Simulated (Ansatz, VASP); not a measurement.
**One calculation of Ni, two programs**

Contents of POSCAR:

```
Ni
1.0
   -1.3837150000      1.3837150000      1.3837150000
    1.3837150000     -1.3837150000      1.3837150000
    1.3837150000      1.3837150000     -1.3837150000
Ni
1
Direct
    0.0000000000      0.0000000000      0.0000000000
```

Contents of INCAR.step1:

```
SYSTEM = Ni
PREC = Accurate
ENCUT = 520
ISMEAR = -1
SIGMA = 0.1
LREAL = .FALSE.
LASPH = .TRUE.
NELM = 150
ISPIN = 2
MAGMOM = 2
LMAXMIX = 4
NBANDS = 15
GGA = PE
ALGO = Normal
EDIFF = 1E-4
LWAVE = .TRUE.
LCHARG = .FALSE.
```

File INCAR.step2:

```
SYSTEM = Ni
PREC = Accurate
ENCUT = 520
EDIFF = 1E-6
ISMEAR = -1
SIGMA = 0.1
LREAL = .FALSE.
LASPH = .TRUE.
NELM = 150
ALGO = Normal
ISIF = 2
LWAVE = .FALSE.
LCHARG = .TRUE.
ISPIN = 2
MAGMOM = 2
LORBIT = 11
LMAXMIX = 4
METAGGA = R2SCAN
LMIXTAU = .TRUE.
LELF = .TRUE.
LVHAR = .TRUE.
NBANDS = 15
ISTART = 1
```

The input KPOINTS:

```
Automatic mesh
0
G
  15 15 15
  0 0 0
```

Input for Ansatz:

```yaml
crystal:
  lattice:
    - [-1.383715, 1.383715, 1.383715]
    - [1.383715, -1.383715, 1.383715]
    - [1.383715, 1.383715, -1.383715]
  atoms:
    - { symbol: Ni, position: [0.0, 0.0, 0.0] }
kpoints:
  mp_grid:
    grid: [15, 15, 15]
hamiltonian:
  xc: r2scan
magnetization:
  spin_polarized: true
  per_species:
    Ni: 2.0
scf:
  occupations:
    method: fermi_dirac
output:
  forces: true
  stress: true
```

Alike in both runs: task single point; functional r2SCAN; k mesh 15 × 15 × 15; collinear spin.

|  | VASP | Ansatz |
| --- | --- | --- |
| version | VASP 6.6.1 | Ansatz 0.2.0 |
| potentials or method | VASP PAW PBE potentials, release 64 (Ni) | plane waves, PAW |
| plane-wave cutoff (eV) | 520 | 500 |
| occupations | fermi-dirac, width 0.1 eV | fermi-dirac |
| valence electrons in the cell | 10 | 18 |

|  | VASP | Ansatz | Ansatz less VASP |
| --- | --- | --- | --- |
| pressure (GPa) | 0.4 | 0.0 | -0.39 |
| net moment per atom (μB) | 0.65 | 0.66 | +0.010 |
| size of the moment on the site where the two differ most (μB) | 0.66 | 0.71 | +0.051 |

VASP's potentials were made for PBE, not for r2SCAN. Site moments also hang on the region over which each program counts them. VASP's potentials hold 10 valence electrons a cell and Ansatz's 18, so a difference there can come from the potentials and not from the codes. Ansatz's warnings: stability check not made.
